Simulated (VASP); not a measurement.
# Be4S (P-43m) in VASP: further runs, part 2 of 2

VASP 6.6.1. Earlier steps stand in the parts before.

## (4) Relaxation of cell and atoms, PBE

Input file INCAR:

```
PREC     = Accurate       # precision mode
ENCUT    = 600            # plane-wave cutoff, eV
EDIFF    = 1E-6           # SCF threshold, eV
ISMEAR   = 0              # smearing method
SIGMA    = 0.1            # smearing width, eV
LREAL    = F              # projectors in reciprocal space
LASPH    = T              # aspherical terms in the spheres
NELM     = 60             # most SCF steps
ALGO     = Normal         # electronic algorithm
ISIF     = 3              # what is computed and relaxed
LWAVE    = F              # write WAVECAR
LCHARG   = F              # write CHGCAR
GGA      = PE             # functional
IBRION   = 2              # ionic algorithm
NSW      = 90             # ionic steps
EDIFFG   = -0.04          # ionic threshold
```

Input file KPOINTS:

```
regular mesh
0
Gamma
  4 4 4
```

Input file POSCAR:

```
Be4S
1.0
    3.8575276800      0.0000000000      0.0000000000
    0.0000000000      3.8575276800      0.0000000000
    0.0000000000      0.0000000000      3.8575276800
Be S
4 1
Direct
    0.2500000000      0.2500000000      0.2500000000
    0.7500000000      0.7500000000      0.2500000000
    0.2500000000      0.7500000000      0.7500000000
    0.7500000000      0.2500000000      0.7500000000
    0.0000000000      0.0000000000      0.0000000000
```

Potentials or basis: VASP PAW PBE potentials, release 64 (Be, S).

Launch:

```sh
$ cat potpaw_PBE.64/Be/POTCAR potpaw_PBE.64/S/POTCAR > POTCAR
$ mpirun -np 1 vasp_std > vasp.out
```

OUTCAR:

```text
PREC = Accurate
   ENCUT = 600
   EDIFF = 1E-6
   ISMEAR = 0
   LREAL = F
   LASPH = T
   NELM = 60
   ISIF = 3
   GGA = PE
   IBRION = 2
   NSW = 90
   EDIFFG = -0.04

 ion  position               nearest neighbor table
   1  0.250  0.250  0.250-   5 1.67
   2  0.750  0.750  0.250-   5 1.67
   3  0.250  0.750  0.750-   5 1.67
   4  0.750  0.250  0.750-   5 1.67
   5  0.000  0.000  0.000-   1 1.67   2 1.67   3 1.67   4 1.67

  LATTYP: Found a simple cubic cell.
 ALAT       =     3.8575276800

  Lattice vectors:

 A1 = (   3.8575276800,   0.0000000000,   0.0000000000)
 A2 = (   0.0000000000,   3.8575276800,   0.0000000000)
 A3 = (   0.0000000000,   0.0000000000,   3.8575276800)

Analysis of symmetry for initial positions (statically):
=====================================================================
 Subroutine PRICEL returns:
 Original cell was already a primitive cell.

 Routine SETGRP: Setting up the symmetry group for a
 simple cubic supercell.

 Subroutine GETGRP returns: Found 24 space group operations
 (whereof 24 operations were pure point group operations)
 out of a pool of 48 trial point group operations.

The static configuration has the point symmetry T_d .

Analysis of symmetry for dynamics (positions and initial velocities):
=====================================================================
 Subroutine PRICEL returns:
 Original cell was already a primitive cell.

 Routine SETGRP: Setting up the symmetry group for a
 simple cubic supercell.

 Subroutine GETGRP returns: Found 24 space group operations
 (whereof 24 operations were pure point group operations)
 out of a pool of 48 trial point group operations.

The dynamic configuration has the point symmetry T_d .

[... 130 lines left out ...]

 number of electron      14.0000000 magnetization

 Free energy of the ion-electron system (eV)
  ---------------------------------------------------
  ext. energy  EPLUGINS =         0.00000000
  ---------------------------------------------------
  free energy    TOTEN  =       -12.61766298 eV

  energy without entropy =      -12.60694324  energy(sigma->0) =      -12.61230311

------------------------ aborting loop because EDIFF is reached ----------------------------------------

  FORCE on cell =-STRESS in cart. coord.  units (eV):
  Direction    XX          YY          ZZ          XY          YZ          ZX
  --------------------------------------------------------------------------------------
  -------------------------------------------------------------------------------------
  Total       13.0444260     13.0444260     13.0444260     -0.0000000      0.0000000      0.0000000
  in kB      364.0897082    364.0897082    364.0897082     -0.0000000      0.0000000      0.0000000
  external PRESSURE =     364.0897082 kB  Pullay stress =       0.0000000 kB
[... 26 lines left out ...]
--------------------------------------- Ionic step        2  -------------------------------------------

 number of electron      13.9999996 magnetization

 E-fermi :   2.7637     XC(G=0):  -8.7401

 val. band max:        2.6904573461   @ k =   0.2500   0.2500   0.0000
 cond. band min:       2.7639691072   @ k =   0.2500   0.0000   0.0000
 fundamental gap:      0.0735117612
 Fermi energy:         2.7636961153

 k-point     1 :       0.0000    0.0000    0.0000
  band No.  band energies     occupation
      1     -10.3155      2.00000
      2      -3.1551      2.00000
      3      -0.6881      2.00000
      4      -0.6881      2.00000
      5      -0.6881      2.00000
      6       2.3497      2.00000
      7       2.3497      2.00000
      8       4.3327      0.00000
      9       4.7970      0.00000
     10       4.7970      0.00000
     11       4.7970      0.00000
[... 195 lines left out ...]
  FREE ENERGIE OF THE ION-ELECTRON SYSTEM (eV)
  ---------------------------------------------------
  free  energy   TOTEN  =       -17.3725550397 eV

  energy  without entropy=      -17.3606865239  energy(sigma->0) =      -17.36662078

[... ionic steps 4 to 8 ...]

--------------------------------------- Ionic step        9  -------------------------------------------

 number of electron      14.0000000 magnetization

------------------------ aborting loop because EDIFF is reached ----------------------------------------
[... 73 lines left out ...]
--------------------------------------- Ionic step       11  -------------------------------------------

 number of electron      14.0000000 magnetization

 Free energy of the ion-electron system (eV)
  ---------------------------------------------------
  ext. energy  EPLUGINS =         0.00000000
  ---------------------------------------------------
  free energy    TOTEN  =       -18.10657349 eV

  energy without entropy =      -18.09498585  energy(sigma->0) =      -18.10077967

 E-fermi :   5.3186     XC(G=0):  -9.9376

 val. band max:        5.2741605966   @ k =   0.2500   0.2500   0.0000
 cond. band min:       5.9685308314   @ k =   0.5000   0.2500   0.2500
 fundamental gap:      0.6943702347
 Fermi energy:         5.3185572678

 k-point     1 :       0.0000    0.0000    0.0000
  band No.  band energies     occupation
      1      -9.5558      2.00000
      2      -0.7931      2.00000
      3       0.7884      2.00000
      4       0.7884      2.00000
      5       0.7884      2.00000
      6       3.9746      2.00000
      7       3.9746      2.00000
      8       8.7392      0.00000
      9       8.7392      0.00000
     10       8.7392      0.00000
     11       8.9936      0.00000
[... 156 lines left out ...]
  FREE ENERGIE OF THE ION-ELECTRON SYSTEM (eV)
  ---------------------------------------------------
  free  energy   TOTEN  =       -18.1065734866 eV

  energy  without entropy=      -18.0949858535  energy(sigma->0) =      -18.10077967

 reached required accuracy - stopping structural energy minimisation
```

OSZICAR:

```text
N       E                     dE             d eps       ncg     rms          rms(c)
DAV:   1     0.406201438545E+02    0.40620E+02   -0.60537E+03   220   0.117E+03
DAV:   2    -0.954753789217E+01   -0.50168E+02   -0.46192E+02   289   0.186E+02
DAV:   3    -0.134776535019E+02   -0.39301E+01   -0.38838E+01   296   0.518E+01
[... 105 lines left out ...]
DAV:   3    -0.181065791603E+02    0.31603E-04   -0.96095E-04   235   0.204E-01    0.332E-02
DAV:   4    -0.181065707024E+02    0.84579E-05   -0.57051E-05   232   0.576E-02    0.233E-02
DAV:   5    -0.181065736501E+02   -0.29478E-05   -0.40012E-06   232   0.207E-02    0.136E-02
DAV:   6    -0.181065734735E+02    0.17660E-06   -0.10797E-05   235   0.204E-02    0.403E-03
DAV:   7    -0.181065734866E+02   -0.13115E-07   -0.13970E-06   116   0.957E-03
  11 F= -.18106573E+02 E0= -.18100780E+02  d E =-.631514E-03
```

CONTCAR:

```text
Be4S
   1.00000000000000
     3.8633579774647457   -0.0000000000000000    0.0000000000000000
    -0.0000000000000000    3.8633579774647457    0.0000000000000000
     0.0000000000000000    0.0000000000000000    3.8633579774647457
  Be              S
     4     1
Direct
     0.3010575032498244    0.3010575032498244    0.3010575032498244
     0.6989424967501757    0.6989424967501757    0.3010575032498244
     0.3010575032498244    0.6989424967501757    0.6989424967501757
     0.6989424967501757    0.3010575032498244    0.6989424967501757
     0.0000000000000000    0.0000000000000000    0.0000000000000000

  0.00000000E+00  0.00000000E+00  0.00000000E+00
  0.00000000E+00  0.00000000E+00  0.00000000E+00
  0.00000000E+00  0.00000000E+00  0.00000000E+00
  0.00000000E+00  0.00000000E+00  0.00000000E+00
  0.00000000E+00  0.00000000E+00  0.00000000E+00
```

Run time: 58 s. Hardware: 1 thread of Intel Xeon Platinum 8259CL at 2.50GHz (Skylake/Cascade Lake), shared host; peak memory 0.17 GiB.

What came out:

```yaml
Free_energy: -18.1066 eV
Relaxed_volume: 11.53 Å³/atom
Relaxed_cell: a = 3.863 Å, b = 3.863 Å, c = 3.863 Å, α = 90.00°, β = 90.00°, γ = 90.00°
Space_group_after_relaxing_to_0.05_Å: P-43m (No. 215)
Energy_gained_by_relaxing: 1097.8 meV/atom
Ionic_steps: 11
Pressure_after_relaxing: -0.1 GPa
Band_gap_on_the_k_mesh: zero (band 7 reaches 5.98 eV, above the bottom of band 8 at 2.58 eV)
```

The path:
| step | energy change (eV) | largest force (eV/Å) | pressure (GPa) | volume (Å³) |
| --- | --- | --- | --- | --- |
| 1 | 0.0000 | 8.7720 | 36.41 | 57.40 |
| 2 | -3.5709 | 1.0068 | -15.91 | 81.92 |
| 3 | -4.7549 | 0.8586 | -11.55 | 70.67 |
| 4 | -4.7581 | 0.9443 | -11.20 | 70.34 |
| 5 | -4.7583 | 1.0493 | -10.72 | 69.95 |
| 6 | -5.3520 | 0.4977 | -6.02 | 62.63 |
| 7 | -5.4854 | 0.1571 | -0.92 | 58.15 |
| 8 | -5.4850 | 0.1160 | -1.22 | 58.37 |
| 9 | -5.4881 | 0.0777 | -0.28 | 57.84 |
| 10 | -5.4883 | 0.0450 | -0.44 | 57.93 |
| 11 | -5.4889 | 0.0063 | -0.06 | 57.66 |

Final structure:
```cif
data_structure
_symmetry_space_group_name_H-M 'P 1'
_symmetry_Int_Tables_number 1
_cell_length_a 3.8634
_cell_length_b 3.8634
_cell_length_c 3.8634
_cell_angle_alpha 90.000
_cell_angle_beta 90.000
_cell_angle_gamma 90.000
_cell_volume 57.66
loop_
_atom_site_label
_atom_site_type_symbol
_atom_site_fract_x
_atom_site_fract_y
_atom_site_fract_z
_atom_site_occupancy
Be1 Be 0.30106 0.30106 0.30106 1
Be2 Be 0.69894 0.69894 0.30106 1
Be3 Be 0.30106 0.69894 0.69894 1
Be4 Be 0.69894 0.30106 0.69894 1
S1 S 0.00000 0.00000 0.00000 1
```

Caveat: the k points lie up to 0.41 Å⁻¹ apart in the final cell.

## (5) Single point, PBE

This run uses another cell than the first one, of 11.55 Å³/atom, 1.006 times its volume.

Input file INCAR:

```
SYSTEM = Be4S
PREC = Accurate ; ENCUT = 520
EDIFF = 1E-6 ; ISMEAR = 0
SIGMA = 0.1 ; LREAL = .False.
LASPH = .True. ; NELM = 60
ALGO = Normal ; ISIF = 2
LWAVE = .False. ; LCHARG = .False.
GGA = PE ; NBANDS = 15
```

Input file KPOINTS:

```
Automatic mesh
0
Gamma
  10 10 10
  0 0 0
```

Input file POSCAR:

```
Be4S
1.0
    3.8653363351      0.0000000000      0.0000000000
    0.0000000000      3.8653363351      0.0000000000
    0.0000000000      0.0000000000      3.8653363351
Be S
4 1
Direct
    0.3009562904      0.3009562904      0.3009562904
    0.6990437096      0.6990437096      0.3009562904
    0.3009562904      0.6990437096      0.6990437096
    0.6990437096      0.3009562904      0.6990437096
    0.0000000000      0.0000000000      0.0000000000
```

Launch:

```sh
$ cat potpaw_PBE.64/Be/POTCAR potpaw_PBE.64/S/POTCAR > POTCAR
$ mpirun -np 1 vasp_std > vasp.out
```

Wall time 35 s (1 thread of Intel Xeon Platinum 8259CL at 2.50GHz (Skylake/Cascade Lake), shared host); peak memory 0.18 GiB.

It converged, with:

| Property | Result |
| --- | --- |
| Free energy | -18.0285 eV |
| Pressure | 0.0 GPa |
| Band gap on the k mesh | zero (band 7 reaches 5.97 eV, above the bottom of band 8 at 2.57 eV) |

Levels at points of the mesh, in eV from the Fermi level:
```csv
k point,band 3,band 4,band 5,band 6,band 7,band 8,band 9,band 10,band 11,band 12
"(0.00, 0.00, 0.00)",-4.36,-4.36,-4.36,-1.18,-1.18,3.57,3.57,3.57,3.83,7.39
"(0.50, 0.00, 0.00)",-4.10,-4.10,-3.48,-2.39,0.82,1.69,2.41,2.41,5.38,6.40
"(0.50, 0.50, 0.00)",-6.79,-5.30,-3.70,0.08,0.08,1.07,1.40,4.58,4.58,5.39
"(0.50, 0.50, 0.50)",-6.02,-6.02,-3.81,-2.57,-2.57,-2.57,7.47,7.47,7.47,9.27
```

## (6) Relaxation of cell and atoms, PBE

This run uses another cell than the first one, of 11.53 Å³/atom, 1.005 times its volume.

Input file INCAR:

```
SYSTEM = Be4S
PREC = Accurate
ENCUT = 600
EDIFF = 1E-7
ISMEAR = 0
SIGMA = 0.1
LREAL = .FALSE.
LASPH = .TRUE.
NELM = 80
ALGO = Normal
ISIF = 3
LWAVE = .FALSE.
LCHARG = .FALSE.
GGA = PE
IBRION = 2
NSW = 100
EDIFFG = -0.01
```

Input file KPOINTS:

```
regular mesh
0
G
  10 10 10
  0 0 0
```

Input file POSCAR:

```
Be4S
1.0
    3.8635253498      0.0000000000      0.0000000000
    0.0000000000      3.8635253498      0.0000000000
    0.0000000000      0.0000000000      3.8635253498
Be S
4 1
Direct
    0.3007877273      0.3007877273      0.3007877273
    0.6992122727      0.6992122727      0.3007877273
    0.3007877273      0.6992122727      0.6992122727
    0.6992122727      0.3007877273      0.6992122727
    0.0000000000      0.0000000000      0.0000000000
```

Potentials or basis: VASP PAW PBE potentials, release 64 (Be, S).

Launch:

```sh
$ cat potpaw_PBE.64/Be/POTCAR potpaw_PBE.64/S/POTCAR > POTCAR
$ mpirun -np 1 vasp_std > vasp.out
```

It took 33 s on 1 thread of Intel Xeon Platinum 8259CL at 2.50GHz (Skylake/Cascade Lake), shared host; peak memory 0.19 GiB.

Results (log left out):

```yaml
Free_energy: -18.0289 eV
Relaxed_volume: 11.56 Å³/atom
Relaxed_cell: a = 3.866 Å, b = 3.866 Å, c = 3.866 Å, α = 90.00°, β = 90.00°, γ = 90.00°
Space_group_after_relaxing_to_0.05_Å: P-43m (No. 215)
Energy_gained_by_relaxing: 0.0 meV/atom
Ionic_steps: 2
Pressure_after_relaxing: 0.0 GPa
Largest_force_after_relaxing: 0.005 eV/Å
Band_gap_on_the_k_mesh: zero (band 7 reaches 5.96 eV, above the bottom of band 8 at 2.57 eV)
```

Forces in eV/Å, atoms in the order of the input:
```
Be  -0.003 -0.003 -0.003
Be   0.003  0.003 -0.003
Be  -0.003  0.003  0.003
Be   0.003 -0.003  0.003
S    0.000  0.000  0.000
```

The path:
| step | energy change (eV) | largest force (eV/Å) | pressure (GPa) | volume (Å³) |
| --- | --- | --- | --- | --- |
| 1 | 0.0000 | 0.0274 | 0.21 | 57.67 |
| 2 | -0.0001 | 0.0048 | -0.02 | 57.79 |

Final structure:
```
Be S
1.0
     3.86630    0.00000    0.00000
     0.00000    3.86630    0.00000
     0.00000    0.00000    3.86630
Be S
4 1
Cartesian
  1.1637 1.1637 1.1637
  2.7026 2.7026 1.1637
  1.1637 2.7026 2.7026
  2.7026 1.1637 2.7026
  3.8663 0.0000 3.8663
```

Levels at points of the mesh, in eV from the Fermi level:
| k point | band 4 | band 5 | band 6 | band 7 | band 8 | band 9 | band 10 | band 11 |
| --- | --- | --- | --- | --- | --- | --- | --- | --- |
| (0.00, 0.00, 0.00) | -4.36 | -4.36 | -1.18 | -1.18 | 3.57 | 3.57 | 3.57 | 3.82 |
| (0.50, 0.00, 0.00) | -4.10 | -3.48 | -2.39 | 0.82 | 1.70 | 2.40 | 2.40 | 5.37 |
| (0.50, 0.50, 0.00) | -5.30 | -3.70 | 0.08 | 0.08 | 1.07 | 1.40 | 4.58 | 4.58 |
| (0.50, 0.50, 0.50) | -6.02 | -3.81 | -2.57 | -2.57 | -2.57 | 7.46 | 7.46 | 7.46 |

## (7) Overview

```csv
task,cell,k mesh,cutoff (eV),gap on the mesh (eV),pressure (GPa),relaxed volume (Å³/atom)
single point,"a = 3.858 Å, 5 atoms",4 × 4 × 4,520,none,36.4,-
single point,"a = 3.864 Å, 5 atoms",4 × 4 × 4,520,none,0.0,-
relaxation of cell and atoms,"relaxed from a = 3.858 Å, 5 atoms",4 × 4 × 4,600,none,-0.1,11.53
single point,"a = 3.865 Å, 5 atoms",10 × 10 × 10,520,none,0.0,-
relaxation of cell and atoms,"relaxed from a = 3.864 Å, 5 atoms",10 × 10 × 10,600,none,0.0,11.56
```

Alike in all rows: level PBE; potentials or basis VASP PAW PBE potentials, release 64 (Be, S); no spin polarisation; smearing gaussian 0.1 eV.

Caveats: some runs use coarse meshes.

Absolute energies hang on the potentials; compare differences alone.
